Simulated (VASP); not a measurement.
Write the native input for VASP 6.6.1 that does the following.

```
Task                   : single point
Functional             : r2SCAN
Potentials or basis    : VASP PAW PBE potentials, release 64 (Zn, S)
Cutoff                 : 520 eV
k mesh                 : 8 × 8 × 8
Occupations            : gaussian, width 0.02 eV
Spin                   : no spin polarisation
Dipole correction      : no
Further INCAR settings : ALGO = Normal; EDIFF = 1e-07; NBANDS = 16
```

Crystal: ZnS.

```xyz
2
Lattice="0.0000 2.6945 2.6945 2.6945 0.0000 2.6945 2.6945 2.6945 0.0000" Properties=species:S:1:pos:R:3 pbc="T T T"
Zn    0.0000    0.0000    0.0000
S     1.3473    1.3473    1.3473
```

One way to write it, as run:

POSCAR

```
ZnS
1.0
    0.0000000000      2.6945465156      2.6945465156
    2.6945465156      0.0000000000      2.6945465156
    2.6945465156      2.6945465156      0.0000000000
Zn S
1 1
Direct
    0.0000000000      0.0000000000      0.0000000000
    0.2500000000      0.2500000000      0.2500000000
```

INCAR.step1

```
SYSTEM = ZnS
ALGO = Normal
EDIFF = 1E-4
ENCUT = 520
GGA = PE
ISMEAR = 0
LASPH = .True.
LCHARG = .False.
LREAL = .False.
LWAVE = .True.
NBANDS = 16
NELM = 60
PREC = Accurate
SIGMA = 0.02
```

INCAR.step2

```
SYSTEM = ZnS
ALGO = Normal
EDIFF = 1E-7
ENCUT = 520
ISIF = 2
ISMEAR = 0
ISTART = 1
LASPH = .True.
LCHARG = .False.
LMIXTAU = .True.
LREAL = .False.
LWAVE = .False.
METAGGA = R2SCAN
NBANDS = 16
NELM = 60
PREC = Accurate
SIGMA = 0.02
```

KPOINTS

```
k-points
0
Gamma
  8 8 8
  0 0 0
```

Potentials or basis: VASP PAW PBE potentials, release 64 (Zn, S).

Command:

```console
$ cat potpaw_PBE.64/Zn/POTCAR potpaw_PBE.64/S/POTCAR > POTCAR
$ cp INCAR.step1 INCAR
$ mpirun -np 1 vasp_std > vasp.out
$ cp INCAR.step2 INCAR
$ mpirun -np 1 vasp_std > vasp.out
```

Results of the run:

```json
{
 "Pressure": "0.0 GPa",
 "Band gap on the k mesh": "2.71 eV, direct"
}
```

Caveat: the PAW data sets were made with another functional, which shifts forces and pressure a little.

Wall time 42 s on 1 thread of Intel(R) Xeon(R) Platinum 8559C (Emerald Rapids) (shared host), peak memory 0.16 GiB.
